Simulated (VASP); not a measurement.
# Cs (Im-3m) in VASP: single point with PBEsol

Aim: the single point of Cs with PBEsol.

All numbers are computed with VASP 6.6.1; they aren't measurements. Logs are shortened: lines on timing, memory, paths and dates and some standing lists are left out, and cuts for length are marked.

## (1) The cell of the first run

The structure is cubic, space group Im-3m (No. 229). Conventional cell: a = 6.045 Å, b = 6.045 Å, c = 6.045 Å, α = 90.00°, β = 90.00°, γ = 90.00°.

## (2) Single point, PBEsol

The input, INCAR:

```
SYSTEM = Cs
ALGO = Fast
EDIFF = 1E-7
ENCUT = 520
GGA = PS
ISIF = 2
ISMEAR = 0
LASPH = .True.
LCHARG = .False.
LREAL = .False.
LWAVE = .False.
NBANDS = 10
NELM = 60
PREC = Accurate
SIGMA = 0.15
```

The input, KPOINTS:

```
k-points
0
Gamma
  12 12 12
  0 0 0
```

The input, POSCAR:

```
Cs
1.0
   -3.0225000000      3.0225000000      3.0225000000
    3.0225000000     -3.0225000000      3.0225000000
    3.0225000000      3.0225000000     -3.0225000000
Cs
1
Direct
    0.0000000000      0.0000000000      0.0000000000
```

Potentials or basis: VASP PAW PBE potentials, release 64 (Cs_sv).

Started as:

```
$ cat potpaw_PBE.64/Cs_sv/POTCAR > POTCAR
$ mpirun -np 1 vasp_std > vasp.out
```

OUTCAR:

```text
SYSTEM = Cs
   EDIFF = 1E-7
   ENCUT = 520
   GGA = PS
   ISIF = 2
   ISMEAR = 0
   LASPH = .True.
   LREAL = .False.
   NELM = 60
   PREC = Accurate

 ion  position               nearest neighbor table
   1  0.000  0.000  0.000-

  LATTYP: Found a body centered cubic cell.
 ALAT       =     6.0450000000

  Lattice vectors:

 A1 = (  -3.0225000000,   3.0225000000,   3.0225000000)
 A2 = (   3.0225000000,  -3.0225000000,   3.0225000000)
 A3 = (   3.0225000000,   3.0225000000,  -3.0225000000)

Analysis of symmetry for initial positions (statically):
=====================================================================
 Subroutine PRICEL returns:
 Original cell was already a primitive cell.

 Routine SETGRP: Setting up the symmetry group for a
 body centered cubic supercell.

 Subroutine GETGRP returns: Found 48 space group operations
 (whereof 48 operations were pure point group operations)
 out of a pool of 48 trial point group operations.

The static configuration has the point symmetry O_h .

Analysis of symmetry for dynamics (positions and initial velocities):
=====================================================================
 Subroutine PRICEL returns:
 Original cell was already a primitive cell.

 Routine SETGRP: Setting up the symmetry group for a
 body centered cubic supercell.

 Subroutine GETGRP returns: Found 48 space group operations
 (whereof 48 operations were pure point group operations)
 out of a pool of 48 trial point group operations.

The dynamic configuration has the point symmetry O_h .

 Subroutine INISYM returns: Found 48 space group operations
 (whereof 48 operations are pure point group operations),
 and found     1 'primitive' translations

----------------------------------------------------------------------------------------

                                     Primitive cell

  volume of cell :     110.4483

  direct lattice vectors                    reciprocal lattice vectors
    -3.022500000  3.022500000  3.022500000     0.000000000  0.165425972  0.165425972
     3.022500000 -3.022500000  3.022500000     0.165425972  0.000000000  0.165425972
     3.022500000  3.022500000 -3.022500000     0.165425972  0.165425972  0.000000000

  length of vectors
     5.235123566  5.235123566  5.235123566     0.233947653  0.233947653  0.233947653

  position of ions in fractional coordinates (direct lattice)
     0.000000000  0.000000000  0.000000000

  ion indices of the primitive-cell ions
[... 73 lines left out ...]
   NELM   =     60;   NELMIN=  2; NELMDL= -5     # of ELM steps
   EDIFF  = 0.1E-06   stopping-criterion for ELM
   LREAL  =      F    real-space projection
   EDIFFG = 0.1E-05   stopping-criterion for IOM
   NSW    =      0    number of steps for IOM
   IBRION =     -1    ionic relax: 0-MD 1-quasi-New 2-CG
   NFREE  =      0    steps in history (QN), initial steepest desc. (CG)
   ISIF   =      2    stress and relaxation
   ISYM   =      2    0-nonsym 1-usesym 2-fastsym
   POTIM  = 0.5000    time-step for ionic-motion
   TEBEG  =    0.0;   TEEND  =   0.0 temperature during run
   PSTRESS=    0.0 pullay stress
   NELECT =       9.0000    total number of electrons
   NUPDOWN=      -1.0000    fix difference up-down
   EMIN   =  10.00;   EMAX   =-10.00  energy-range for DOS
   EFERMI =   0.00;   METHOD = LEGACY
   ISMEAR =     0;   SIGMA  =   0.15  broadening in eV -4-tet -1-fermi 0-gaus
   EFERMI_NEDOS =   21; number of points for ismear=-14 and -15
   IALGO  =     68    algorithm
   IMIX   =      4    mixing-type and parameters
     AMIX     =   0.40;   BMIX     =  1.00
     AMIX_MAG =   1.60;   BMIX_MAG =  1.00
  volume/ion in A,a.u.               =     110.45       745.34
  Fermi-wavevector in a.u.,A,eV,Ry     =   0.709746  1.341225  6.853782  0.503739
  Thomas-Fermi vector in A             =   1.796409
   LORBIT       =      0    0 simple, 1 ext, 2 COOP (PROOUT), +10 PAW based schemes
   GGA     = PS    functional components
   LHFCALC =     F    Hartree Fock is set to
   AEXX    =    0.0000 exact exchange contribution
   IVDW    =     0    specifies the selected vdW correction
   LEPSILON=     F    determine dielectric tensor
   LRPA    =     F    only Hartree local field effects (RPA)
 non-spin polarized calculation
 RMM-DIIS sequential band-by-band and
 Gauss-broadening in eV      SIGMA  =   0.15
  energy-cutoff  :      520.00
  volume of cell :      110.45
 maximum number of plane-waves:      3043
   NGX = 19   NGY = 19   NGZ = 19

 number of electron       8.9999998 magnetization

 Free energy of the ion-electron system (eV)
  ---------------------------------------------------
  ext. energy  EPLUGINS =         0.00000000
  ---------------------------------------------------
  free energy    TOTEN  =        -0.94848989 eV

  energy without entropy =       -0.93220580  energy(sigma->0) =       -0.94034785

 E-fermi :   0.4703     XC(G=0):  -5.5827

 val. band max:        0.4325888298   @ k =   0.3333   0.0833   0.0833
 cond. band min:       0.4892589403   @ k =   0.5000   0.0000   0.0000
 fundamental gap:      0.0566701105
 Fermi energy:         0.4702908852

 k-point     1 :       0.0000    0.0000    0.0000
  band No.  band energies     occupation
      1     -23.3501      2.00000
      2     -10.0628      2.00000
      3     -10.0628      2.00000
      4     -10.0628      2.00000
      5      -1.2521      2.00000
      6       2.9963      0.00000
      7       2.9963      0.00000
      8       2.9963      0.00000
      9       3.8993      0.00000
     10       3.8993      0.00000
[... 287 lines left out ...]
 k-point    24 :       0.4167    0.0833    0.0833
  band No.  band energies     occupation
      1     -23.3418      2.00000
      2     -10.2107      2.00000
      3     -10.1217      2.00000
      4     -10.0735      2.00000
      5       0.6622      0.07044
      6       1.3835      0.00000
      7       1.9597      0.00000
      8       3.7699      0.00000
      9       4.3916      0.00000
     10       4.7708      0.00000

 [... further k-points ...]
[... 5 lines left out ...]
  --------------------------------------------------------------------------------------
  -------------------------------------------------------------------------------------
  Total       -0.0267347     -0.0267347     -0.0267347     -0.0000000      0.0000000     -0.0000000
  in kB       -0.3878170     -0.3878170     -0.3878170     -0.0000000      0.0000000     -0.0000000
  external PRESSURE =      -0.3878170 kB  Pullay stress =       0.0000000 kB

 VOLUME and BASIS-vectors are now :
 -----------------------------------------------------------------------------
  energy-cutoff  :      520.00
  volume of cell :      110.45
      direct lattice vectors                 reciprocal lattice vectors
    -3.022500000  3.022500000  3.022500000     0.000000000  0.165425972  0.165425972
     3.022500000 -3.022500000  3.022500000     0.165425972  0.000000000  0.165425972
     3.022500000  3.022500000 -3.022500000     0.165425972  0.165425972  0.000000000

 POSITION                                       TOTAL-FORCE (eV/Angst)
 -----------------------------------------------------------------------------------
      0.00000      0.00000      0.00000        -0.000000      0.000000      0.000000
 -----------------------------------------------------------------------------------
    total drift:                               -0.000000     -0.000000     -0.000000

  FREE ENERGIE OF THE ION-ELECTRON SYSTEM (eV)
  ---------------------------------------------------
  free  energy   TOTEN  =        -0.9484898945 eV

  energy  without entropy=       -0.9322058000  energy(sigma->0) =       -0.94034785
```

OSZICAR:

```text
N       E                     dE             d eps       ncg     rms          rms(c)
DAV:   1     0.525124504994E+02    0.52512E+02   -0.29482E+03  1440   0.630E+02
DAV:   2     0.426957848365E+01   -0.48243E+02   -0.46910E+02  1902   0.108E+02
DAV:   3    -0.876694006458E+00   -0.51463E+01   -0.51384E+01  1658   0.409E+01
DAV:   4    -0.947973632353E+00   -0.71280E-01   -0.71266E-01  1788   0.577E+00
DAV:   5    -0.948339766261E+00   -0.36613E-03   -0.36612E-03  2012   0.389E-01    0.130E-01
RMM:   6    -0.948153472971E+00    0.18629E-03   -0.83361E-04  1522   0.149E-01    0.899E-02
RMM:   7    -0.948450663748E+00   -0.29719E-03   -0.31811E-03  1561   0.285E-01    0.324E-02
RMM:   8    -0.948487148206E+00   -0.36484E-04   -0.13418E-04  2012   0.733E-02    0.371E-03
RMM:   9    -0.948489625046E+00   -0.24768E-05   -0.30359E-05  2153   0.273E-02    0.156E-03
RMM:  10    -0.948489936325E+00   -0.31128E-06   -0.42010E-06  2140   0.120E-02    0.147E-03
RMM:  11    -0.948489799742E+00    0.13658E-06   -0.16133E-06  2153   0.551E-03    0.343E-04
RMM:  12    -0.948489894538E+00   -0.94795E-07   -0.36818E-07  1859   0.292E-03
   1 F= -.94848989E+00 E0= -.94034785E+00  d E =-.162841E-01
```

stdout:

```text
POSCAR found type information on POSCAR Cs
 POSCAR found :  1 types and       1 ions
 scaLAPACK will be used
 -----------------------------------------------------------------------------
|                                                                             |
|                                                                             |
|     You enforced a specific xc type in the INCAR file but a different       |
|     I HOPE YOU KNOW WHAT YOU ARE DOING!                                     |
|                                                                             |
 -----------------------------------------------------------------------------

 LDA part: xc-table for (Slater+PW92), standard interpolation
 POSCAR, INCAR and KPOINTS ok, starting setup
 FFT: planning ... GRIDC
 FFT: planning ... GRID_SOFT
 FFT: planning ... GRID
 WAVECAR not read
 entering main loop
```

Wall time 92 s (1 thread of Intel Xeon Platinum 8375C at 2.90GHz (Ice Lake), shared host); peak memory 0.27 GiB.

Results:

| Quantity | Value |
| --- | --- |
| Free energy | -0.9485 eV |
| Pressure | 0.0 GPa |

Levels at points of the mesh, in eV from the Fermi level:
| k point | band 2 | band 3 | band 4 | band 5 | band 6 | band 7 |
| --- | --- | --- | --- | --- | --- | --- |
| (0.00, 0.00, 0.00) | -10.53 | -10.53 | -10.53 | -1.72 | 2.53 | 2.53 |
| (0.50, 0.00, 0.00) | -10.69 | -10.59 | -10.53 | 0.02 | 0.92 | 1.65 |
| (0.50, 0.50, 0.50) | -10.65 | -10.65 | -10.65 | 0.63 | 0.63 | 3.11 |

Caveat: the PAW data sets were made with another functional, which shifts forces and pressure a little; spin-orbit coupling is left out, which moves the levels of the heavy elements.
